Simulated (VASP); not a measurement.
# Sb (Fm-3m) in VASP: further runs, part 2 of 2

VASP 6.6.1. Earlier steps stand in the parts before.

### 3 Single point, PBE

Contents of INCAR:

```
SYSTEM = Sb
ALGO = Normal ; EDIFF = 1E-6
ENCUT = 520 ; GGA = PE
ISIF = 2 ; ISMEAR = -1
LASPH = .TRUE. ; LCHARG = .FALSE.
LREAL = .FALSE. ; LWAVE = .FALSE.
NBANDS = 14 ; NELM = 80
PREC = Accurate ; SIGMA = 0.1
```

Contents of KPOINTS:

```
k-points
0
G
  11 11 4
  0 0 0
```

Contents of POSCAR:

```
Sb
1.0
    0.0000000000      2.3962708729     -2.3962708729
   -2.3962708729      0.0000000000      2.3962708729
    4.7925417458      4.7925417458      4.7925417458
Sb
3
Direct
    0.0000000000      0.0000000000      0.0000000000
    0.3333333330      0.6666666670      0.3333333330
    0.6666666670      0.3333333330      0.6666666670
```

Potentials or basis: VASP PAW PBE potentials, release 64 (Sb).

Run with:

```
> cat potpaw_PBE.64/Sb/POTCAR > POTCAR
> mpirun -np 1 vasp_std > vasp.out
```

OUTCAR:

```text
SYSTEM = Sb
   EDIFF = 1E-6
   ENCUT = 520
   GGA = PE
   ISIF = 2
   ISMEAR = -1
   LASPH = .TRUE.
   LREAL = .FALSE.
   NELM = 80
   PREC = Accurate

 ion  position               nearest neighbor table
   1  0.000  0.000  0.000-   2 3.39   3 3.39   3 3.39   2 3.39   3 3.39   2 3.39
   2  0.333  0.667  0.333-   1 3.39   1 3.39   1 3.39   3 3.39   3 3.39   3 3.39
   3  0.667  0.333  0.667-   1 3.39   1 3.39   1 3.39   2 3.39   2 3.39   2 3.39

  LATTYP: Found a hexagonal cell.
 ALAT       =     3.3888387676
 C/A-ratio  =     2.4494897428

  Lattice vectors:

 A1 = (   0.0000000000,   2.3962708729,  -2.3962708729)
 A2 = (  -2.3962708729,   0.0000000000,   2.3962708729)
 A3 = (   4.7925417458,   4.7925417458,   4.7925417458)

Analysis of symmetry for initial positions (statically):
=====================================================================
 Subroutine PRICEL returns following result:

  LATTYP: Found a face centered cubic cell.
 ALAT       =     4.7925417410

  Lattice vectors:

 A1 = (   2.3962708705,   2.3962708705,   0.0000000000)
 A2 = (  -0.0000000024,   2.3962708705,   2.3962708729)
 A3 = (   2.3962708777,   0.0000000048,   2.3962708729)

   3 primitive cells build up your supercell.

 Routine SETGRP: Setting up the symmetry group for a
 hexagonal supercell.

 Subroutine GETGRP returns: Found 12 space group operations
 (whereof 12 operations were pure point group operations)
 out of a pool of 24 trial point group operations.

The static configuration has the point symmetry D_3d.

Analysis of symmetry for dynamics (positions and initial velocities):
=====================================================================
 Subroutine PRICEL returns following result:

  LATTYP: Found a face centered cubic cell.
 ALAT       =     4.7925417410

  Lattice vectors:

 A1 = (   2.3962708705,   2.3962708705,   0.0000000000)
 A2 = (  -0.0000000024,   2.3962708705,   2.3962708729)
 A3 = (   2.3962708777,   0.0000000048,   2.3962708729)

   3 primitive cells build up your supercell.

[... 134 lines left out ...]
   LEPSILON=     F    determine dielectric tensor
   LRPA    =     F    only Hartree local field effects (RPA)
 non-spin polarized calculation
  energy-cutoff  :      520.00
  volume of cell :       82.56
 maximum number of plane-waves:      2241
 NGX is ok and might be reduce to    28
   NGX = 13   NGY = 13   NGZ = 31

 number of electron      15.0000000 magnetization

 Free energy of the ion-electron system (eV)
  ---------------------------------------------------
  ext. energy  EPLUGINS =         0.00000000
  ---------------------------------------------------
  free energy    TOTEN  =       -11.50681870 eV

  energy without entropy =      -11.43727291  energy(sigma->0) =      -11.47204580

 E-fermi :   8.2684     XC(G=0): -10.1392

 val. band max:        8.2661192603   @ k =  -0.1818  -0.4545   0.2500
 cond. band min:       8.2727247972   @ k =   0.2727   0.1818   0.5000
 fundamental gap:      0.0066055369
 Fermi energy:         8.2683574449

 k-point     1 :       0.0000    0.0000    0.0000
  band No.  band energies     occupation
      1      -4.5143      2.00000
      2      -2.4391      2.00000
      3      -2.4391      2.00000
      4       5.2187      2.00000
      5       5.2187      2.00000
      6      12.0676      0.00000
      7      12.0676      0.00000
      8      12.0676      0.00000
      9      12.0676      0.00000
     10      13.4029      0.00000
     11      13.4029      0.00000
     12      13.4048      0.00000
     13      16.2478      0.00000
     14      16.2478      0.00000
[... 377 lines left out ...]
      1      -2.1642      2.00000
      2      -1.3075      2.00000
      3       0.4087      2.00000
      4       3.8748      2.00000
      5       4.1844      2.00000
      6       6.5044      2.00000
      7       6.5876      2.00000
      8       9.0769      0.00062
      9       9.4894      0.00001
     10       9.6411      0.00000
     11      10.1665      0.00000
     12      11.6856      0.00000
     13      12.9920      0.00000
     14      14.3654      0.00000

 [... further k-points ...]

------------------------ aborting loop because EDIFF is reached ----------------------------------------

  FORCE on cell =-STRESS in cart. coord.  units (eV):
  Direction    XX          YY          ZZ          XY          YZ          ZX
  --------------------------------------------------------------------------------------
  -------------------------------------------------------------------------------------
  Total       -0.1405155     -0.1405155     -0.1405155     -0.0264406     -0.0264406     -0.0264406
  in kB       -2.7269423     -2.7269423     -2.7269423     -0.5131243     -0.5131243     -0.5131243
  external PRESSURE =      -2.7269423 kB  Pullay stress =       0.0000000 kB

 VOLUME and BASIS-vectors are now :
 -----------------------------------------------------------------------------
  energy-cutoff  :      520.00
  volume of cell :       82.56
      direct lattice vectors                 reciprocal lattice vectors
     0.000000000  2.396270873 -2.396270873    -0.139105031  0.278210061 -0.139105031
    -2.396270873  0.000000000  2.396270873    -0.278210061  0.139105031  0.139105031
     4.792541746  4.792541746  4.792541746     0.069552515  0.069552515  0.069552515

 POSITION                                       TOTAL-FORCE (eV/Angst)
 -----------------------------------------------------------------------------------
      0.00000      0.00000      0.00000         0.000000      0.000000     -0.000000
     -0.00000      2.39627      2.39627        -0.000000     -0.000000      0.000000
      2.39627      4.79254      2.39627        -0.000000     -0.000000     -0.000000
 -----------------------------------------------------------------------------------
    total drift:                               -0.000000      0.000000      0.000000

  FREE ENERGIE OF THE ION-ELECTRON SYSTEM (eV)
  ---------------------------------------------------
  free  energy   TOTEN  =       -11.5068186997 eV

  energy  without entropy=      -11.4372729095  energy(sigma->0) =      -11.47204580
```

OSZICAR:

```text
N       E                     dE             d eps       ncg     rms          rms(c)
DAV:   1     0.538330058602E+02    0.53833E+02   -0.47606E+03  1624   0.802E+02
DAV:   2    -0.854641490162E+01   -0.62379E+02   -0.58528E+02  2126   0.137E+02
DAV:   3    -0.114958421278E+02   -0.29494E+01   -0.28940E+01  2020   0.321E+01
DAV:   4    -0.115216945159E+02   -0.25852E-01   -0.25832E-01  1912   0.365E+00
DAV:   5    -0.115219593110E+02   -0.26480E-03   -0.26479E-03  2046   0.415E-01    0.282E+00
DAV:   6    -0.115119683004E+02    0.99910E-02   -0.61281E-03  1858   0.419E-01    0.159E+00
DAV:   7    -0.115067709238E+02    0.51974E-02   -0.11575E-02  1744   0.579E-01    0.618E-02
DAV:   8    -0.115068190565E+02   -0.48133E-04   -0.21696E-04  1996   0.105E-01    0.196E-02
DAV:   9    -0.115068210629E+02   -0.20064E-05   -0.49127E-06  1972   0.177E-02    0.386E-03
DAV:  10    -0.115068195980E+02    0.14649E-05   -0.34968E-07  1286   0.406E-03    0.287E-03
DAV:  11    -0.115068185624E+02    0.10355E-05   -0.37368E-08   998   0.144E-03    0.325E-04
DAV:  12    -0.115068186997E+02   -0.13730E-06   -0.38109E-09   992   0.513E-04
   1 F= -.11506819E+02 E0= -.11472046E+02  d E =-.695458E-01
```

stdout:

```text
POSCAR found type information on POSCAR Sb
 POSCAR found :  1 types and       3 ions
 scaLAPACK will be used
 LDA part: xc-table for (Slater+PW92), standard interpolation
 POSCAR, INCAR and KPOINTS ok, starting setup
 FFT: planning ... GRIDC
 FFT: planning ... GRID_SOFT
 FFT: planning ... GRID
 WAVECAR not read
 entering main loop
```

Run time: 84 s. Hardware: 1 thread of AMD EPYC 7R13, shared host; peak memory 0.2 GiB.

What came out:

```yaml
Free_energy: -11.5068 eV
Pressure: -0.3 GPa
```

Levels at points of the mesh, in eV from the Fermi level:
| k point | band 3 | band 4 | band 5 | band 6 | band 7 | band 8 | band 9 | band 10 | band 11 | band 12 |
| --- | --- | --- | --- | --- | --- | --- | --- | --- | --- | --- |
| (0.00, 0.00, 0.00) | -10.71 | -3.05 | -3.05 | 3.80 | 3.80 | 3.80 | 3.80 | 5.13 | 5.13 | 5.14 |
| (0.00, 0.00, 0.50) | -9.15 | -5.70 | 1.59 | 1.59 | 3.50 | 3.50 | 4.57 | 4.57 | 4.57 | 4.57 |

Caveat: spin-orbit coupling is left out, which moves the levels of the heavy elements.

### 4 Single point, PBE

Contents of INCAR:

```
PREC = Accurate
ENCUT = 520
EDIFF = 1E-6
ISMEAR = -5
SIGMA = 0.1
LREAL = F
LASPH = T
NELM = 100
ALGO = Normal
ISIF = 2
LWAVE = F
LCHARG = T
GGA = PE
LELF = T
LVHAR = T
NBANDS = 14
```

Contents of KPOINTS:

```
Automatic mesh
0
Gamma
  11 11 4
```

POSCAR is that of step 3.

Potentials or basis: VASP PAW PBE potentials, release 64 (Sb).

Run with:

```
> cat potpaw_PBE.64/Sb/POTCAR > POTCAR
> mpirun -np 1 vasp_std > vasp.out
```

OUTCAR:

```text
PREC = Accurate
   ENCUT = 520
   EDIFF = 1E-6
   ISMEAR = -5
   LREAL = F
   LASPH = T
   NELM = 100
   ISIF = 2
   GGA = PE

 ion  position               nearest neighbor table
   1  0.000  0.000  0.000-   2 3.39   3 3.39   3 3.39   2 3.39   3 3.39   2 3.39
   2  0.333  0.667  0.333-   1 3.39   1 3.39   1 3.39   3 3.39   3 3.39   3 3.39
   3  0.667  0.333  0.667-   1 3.39   1 3.39   1 3.39   2 3.39   2 3.39   2 3.39

  LATTYP: Found a hexagonal cell.
 ALAT       =     3.3888387676
 C/A-ratio  =     2.4494897428

  Lattice vectors:

 A1 = (   0.0000000000,   2.3962708729,  -2.3962708729)
 A2 = (  -2.3962708729,   0.0000000000,   2.3962708729)
 A3 = (   4.7925417458,   4.7925417458,   4.7925417458)

Analysis of symmetry for initial positions (statically):
=====================================================================
 Subroutine PRICEL returns following result:

  LATTYP: Found a face centered cubic cell.
 ALAT       =     4.7925417410

  Lattice vectors:

 A1 = (   2.3962708705,   2.3962708705,   0.0000000000)
 A2 = (  -0.0000000024,   2.3962708705,   2.3962708729)
 A3 = (   2.3962708777,   0.0000000048,   2.3962708729)

   3 primitive cells build up your supercell.

 Routine SETGRP: Setting up the symmetry group for a
 hexagonal supercell.

 Subroutine GETGRP returns: Found 12 space group operations
 (whereof 12 operations were pure point group operations)
 out of a pool of 24 trial point group operations.

The static configuration has the point symmetry D_3d.

Analysis of symmetry for dynamics (positions and initial velocities):
=====================================================================
 Subroutine PRICEL returns following result:

  LATTYP: Found a face centered cubic cell.
 ALAT       =     4.7925417410

  Lattice vectors:

 A1 = (   2.3962708705,   2.3962708705,   0.0000000000)
 A2 = (  -0.0000000024,   2.3962708705,   2.3962708729)
 A3 = (   2.3962708777,   0.0000000048,   2.3962708729)
[... 139 lines left out ...]
   LEPSILON=     F    determine dielectric tensor
   LRPA    =     F    only Hartree local field effects (RPA)
 non-spin polarized calculation
 Fermi weights with tetrahedron method with Bloechl corrections
  energy-cutoff  :      520.00
  volume of cell :       82.56
 maximum number of plane-waves:      2241
 NGX is ok and might be reduce to    28
   NGX = 13   NGY = 13   NGZ = 31

 number of electron      15.0000000 magnetization

 Free energy of the ion-electron system (eV)
  ---------------------------------------------------
  ext. energy  EPLUGINS =         0.00000000
  ---------------------------------------------------
  free energy    TOTEN  =       -11.46413769 eV

  energy without entropy =      -11.46413769  energy(sigma->0) =      -11.46413769

 E-fermi :   8.2875     XC(G=0): -10.1384

 val. band max:        8.5140534029   @ k =   0.4545   0.0000   0.0000
 cond. band min:       8.0989170096   @ k =   0.3636   0.2727   0.5000
 fundamental gap:     -0.4151363933
 Fermi energy:         8.2874671289

 k-point     1 :       0.0000    0.0000    0.0000
  band No.  band energies     occupation
      1      -4.5129      2.00000
      2      -2.4374      2.00000
      3      -2.4374      2.00000
      4       5.2192      2.00000
      5       5.2192      2.00000
      6      12.0696      0.00000
      7      12.0696      0.00000
      8      12.0696      0.00000
      9      12.0696      0.00000
     10      13.4055      0.00000
     11      13.4055      0.00000
     12      13.4058      0.00000
     13      16.2488      0.00000
     14      16.2488      0.00000
[... 377 lines left out ...]
      1      -2.1626      2.00000
      2      -1.3057      2.00000
      3       0.4110      2.00000
      4       3.8761      2.00000
      5       4.1851      2.00000
      6       6.5054      2.00000
      7       6.5898      2.05186
      8       9.0787     -0.36128
      9       9.4903     -0.00003
     10       9.6415      0.00000
     11      10.1685      0.00000
     12      11.6883      0.00000
     13      12.9932      0.00000
     14      14.3667      0.00000

 [... further k-points ...]

------------------------ aborting loop because EDIFF is reached ----------------------------------------

  FORCE on cell =-STRESS in cart. coord.  units (eV):
  Direction    XX          YY          ZZ          XY          YZ          ZX
  --------------------------------------------------------------------------------------
  -------------------------------------------------------------------------------------
  Total       -0.0775020     -0.0775020     -0.0775020     -0.0838196     -0.0838196     -0.0838196
  in kB       -1.5040569     -1.5040569     -1.5040569     -1.6266609     -1.6266609     -1.6266609
  external PRESSURE =      -1.5040569 kB  Pullay stress =       0.0000000 kB

 VOLUME and BASIS-vectors are now :
 -----------------------------------------------------------------------------
  energy-cutoff  :      520.00
  volume of cell :       82.56
      direct lattice vectors                 reciprocal lattice vectors
     0.000000000  2.396270873 -2.396270873    -0.139105031  0.278210061 -0.139105031
    -2.396270873  0.000000000  2.396270873    -0.278210061  0.139105031  0.139105031
     4.792541746  4.792541746  4.792541746     0.069552515  0.069552515  0.069552515

 POSITION                                       TOTAL-FORCE (eV/Angst)
 -----------------------------------------------------------------------------------
      0.00000      0.00000      0.00000        -0.000000     -0.000000     -0.000000
     -0.00000      2.39627      2.39627         0.000000      0.000000      0.000000
      2.39627      4.79254      2.39627         0.000000      0.000000     -0.000000
 -----------------------------------------------------------------------------------
    total drift:                               -0.000000      0.000000      0.000000

  FREE ENERGIE OF THE ION-ELECTRON SYSTEM (eV)
  ---------------------------------------------------
  free  energy   TOTEN  =       -11.4641376890 eV

  energy  without entropy=      -11.4641376890  energy(sigma->0) =      -11.46413769
```

It took 87 s on 1 thread of AMD EPYC 7R13, shared host; peak memory 0.2 GiB.

Results:

- Free energy: -11.4641 eV
- Pressure: -0.2 GPa

Caveat: spin-orbit coupling is left out, which moves the levels of the heavy elements; tetrahedron occupations give inexact forces and stress in metals.
